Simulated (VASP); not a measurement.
# BN (F-43m) in VASP: further runs, part 2 of 2

VASP 6.6.1.

### 4 Single point, revPBE+D4

This run uses another cell than the first one, of 5.81 Å³/atom, 0.975 times its volume.

Contents of INCAR:

```
PREC = Accurate
ENCUT = 520
EDIFF = 1E-6
ISMEAR = -1
SIGMA = 0.05
LREAL = False
LASPH = True
NELM = 80
ALGO = Normal
ISIF = 2
LWAVE = False
LCHARG = False
GGA = RE
IVDW = 13
NBANDS = 11
```

Contents of KPOINTS:

```
Automatic mesh
0
Gamma
  13 13 13
```

Contents of POSCAR:

```
BN
1.0
    0.0000000000      1.7974620630      1.7974620630
    1.7974620630      0.0000000000      1.7974620630
    1.7974620630      1.7974620630      0.0000000000
N B
1 1
Direct
    0.2500000000      0.2500000000      0.2500000000
    0.0000000000      0.0000000000      0.0000000000
```

Potentials or basis: VASP PAW PBE potentials, release 64 (N, B).

Command:

```sh
$ cat potpaw_PBE.64/N/POTCAR potpaw_PBE.64/B/POTCAR > POTCAR
$ mpirun -np 1 vasp_std > vasp.out
```

OUTCAR:

```text
PREC = Accurate
   ENCUT = 520
   EDIFF = 1E-6
   ISMEAR = -1
   LREAL = False
   LASPH = True
   NELM = 80
   ISIF = 2
   GGA = RE
   IVDW = 13

 ion  position               nearest neighbor table
   1  0.250  0.250  0.250-   2 1.56   2 1.56   2 1.56   2 1.56
   2  0.000  0.000  0.000-   1 1.56   1 1.56   1 1.56   1 1.56

  LATTYP: Found a face centered cubic cell.
 ALAT       =     3.5949241260

  Lattice vectors:

 A1 = (   0.0000000000,   1.7974620630,   1.7974620630)
 A2 = (   1.7974620630,   0.0000000000,   1.7974620630)
 A3 = (   1.7974620630,   1.7974620630,   0.0000000000)

Analysis of symmetry for initial positions (statically):
=====================================================================
 Subroutine PRICEL returns:
 Original cell was already a primitive cell.

 Routine SETGRP: Setting up the symmetry group for a
 face centered cubic supercell.

 Subroutine GETGRP returns: Found 24 space group operations
 (whereof 24 operations were pure point group operations)
 out of a pool of 48 trial point group operations.

The static configuration has the point symmetry T_d .

Analysis of symmetry for dynamics (positions and initial velocities):
[... 170 lines left out ...]
      4       7.6986      2.00000
      5      16.6430      0.00000
      6      16.6430      0.00000
      7      16.6430      0.00000
      8      18.3123      0.00000
      9      32.8601      0.00000
     10      35.6093      0.00000
     11      35.6093      0.00000
[... 309 lines left out ...]
 k-point    24 :       0.4615    0.1538    0.0000
  band No.  band energies     occupation
      1      -8.7388      2.00000
      2      -1.7082      2.00000
      3       4.3862      2.00000
      4       4.8217      2.00000
      5      16.7080      0.00000
      6      20.0468      0.00000
      7      20.3992      0.00000
      8      22.6238      0.00000
      9      28.8587      0.00000
     10      34.3658      0.00000
     11      36.0527      0.00000

 [... further k-points ...]

------------------------ aborting loop because EDIFF is reached ----------------------------------------

  DFT-D4 for vdW energy calculation

  Edisp (eV):   -1.12235

  FORCE on cell =-STRESS in cart. coord.  units (eV):
  Direction    XX          YY          ZZ          XY          YZ          ZX
  --------------------------------------------------------------------------------------
  -------------------------------------------------------------------------------------
  Total       0.02250     0.02250     0.02250     0.00000     0.00000     0.00000
  in kB       3.10399     3.10399     3.10399     0.00000     0.00000     0.00000
  external pressure =        3.10 kB  Pullay stress =        0.00 kB

 VOLUME and BASIS-vectors are now :
 -----------------------------------------------------------------------------
  energy-cutoff  :      520.00
  volume of cell :       11.61
      direct lattice vectors                 reciprocal lattice vectors
     0.000000000  1.797462063  1.797462063    -0.278169988  0.278169988  0.278169988
     1.797462063  0.000000000  1.797462063     0.278169988 -0.278169988  0.278169988
     1.797462063  1.797462063  0.000000000     0.278169988  0.278169988 -0.278169988

 POSITION                                       TOTAL-FORCE (eV/Angst)
 -----------------------------------------------------------------------------------
      0.89873      0.89873      0.89873         0.000000      0.000000      0.000000
      0.00000      0.00000      0.00000        -0.000000     -0.000000     -0.000000
 -----------------------------------------------------------------------------------
    total drift:                                0.000000      0.000000      0.000000

  FREE ENERGIE OF THE ION-ELECTRON SYSTEM (eV)
  ---------------------------------------------------
  free  energy   TOTEN  =       -17.8758208493 eV

  energy  without entropy=      -17.8758208493  energy(sigma->0) =      -17.87582085
```

OSZICAR:

```text
N       E                     dE             d eps       ncg     rms          rms(c)
DAV:   1     0.114396784603E+02    0.11440E+02   -0.49843E+03  1904   0.724E+02
DAV:   2    -0.171646427260E+02   -0.28604E+02   -0.27818E+02  2222   0.167E+02
DAV:   3    -0.176969823131E+02   -0.53234E+00   -0.53143E+00  2157   0.192E+01
DAV:   4    -0.176975573638E+02   -0.57505E-03   -0.57504E-03  2028   0.724E-01
DAV:   5    -0.176975578688E+02   -0.50500E-06   -0.50497E-06  2118   0.209E-02    0.684E+00
DAV:   6    -0.168268160174E+02    0.87074E+00   -0.28405E+00  1938   0.984E+00    0.338E+00
DAV:   7    -0.167622180906E+02    0.64598E-01   -0.11448E-01  2100   0.274E+00    0.198E+00
DAV:   8    -0.167530217587E+02    0.91963E-02   -0.34795E-02  2049   0.139E+00    0.176E-01
DAV:   9    -0.167533136121E+02   -0.29185E-03   -0.10199E-03  1971   0.260E-01    0.804E-02
DAV:  10    -0.167534656600E+02   -0.15205E-03   -0.18754E-04  1986   0.115E-01    0.157E-02
DAV:  11    -0.167534742215E+02   -0.85614E-05   -0.14157E-05  2149   0.321E-02    0.118E-02
DAV:  12    -0.167534744670E+02   -0.24546E-06   -0.17072E-06  1214   0.937E-03
   1 F= -.17875821E+02 E0= -.17875821E+02  d E =-.335957E-11
```

stdout:

```text
POSCAR found type information on POSCAR N B
 POSCAR found :  2 types and       2 ions
 scaLAPACK will be used
 -----------------------------------------------------------------------------
|                                                                             |
|                                                                             |
|     You enforced a specific xc type in the INCAR file but a different       |
|     I HOPE YOU KNOW WHAT YOU ARE DOING!                                     |
|                                                                             |
 -----------------------------------------------------------------------------

 LDA part: xc-table for (Slater+PW92), standard interpolation
 POSCAR, INCAR and KPOINTS ok, starting setup
 FFT: planning ... GRIDC
 FFT: planning ... GRID_SOFT
 FFT: planning ... GRID
 WAVECAR not read
 entering main loop
```

It took 27 s on 1 thread of AMD EPYC 7R13, shared host; peak memory 0.09 GiB.

Results:

| Quantity | Value |
| --- | --- |
| Free energy | -17.8758 eV |
| Pressure | 0.3 GPa |
| Band gap on the k mesh | 4.57 eV, indirect (least direct gap 8.94 eV) |
| Dispersion energy per atom | -0.561 eV |

Caveat: the PAW data sets were made with another functional, which shifts forces and pressure a little. revPBE gaps usually lie below the measured ones, often by a third to a half.

### 5 Overview

| level | cell | k mesh | smearing | gap on the mesh (eV) | pressure (GPa) |
| --- | --- | --- | --- | --- | --- |
| PBE | a = 2.564 Å, angles 60.0°, 2 atoms | 5 × 5 × 5 | fermi-dirac 0.04 eV | 4.92 | 0.0 |
| PBEsol | a = 2.550 Å, angles 60.0°, 2 atoms | 13 × 13 × 13 | fermi-dirac 0.05 eV | 4.36 | 0.6 |
| revPBE+D4 | a = 2.542 Å, angles 60.0°, 2 atoms | 13 × 13 × 13 | fermi-dirac 0.05 eV | 4.57 | 0.3 |

Alike in all rows: task single point; potentials or basis VASP PAW PBE potentials, release 64 (N, B); no spin polarisation; cutoff (eV) 520.

Caveats: some runs use coarse meshes; the PAW data sets were made with another functional, which shifts forces and pressure a little (some runs).

Absolute energies hang on the potentials; compare differences alone.
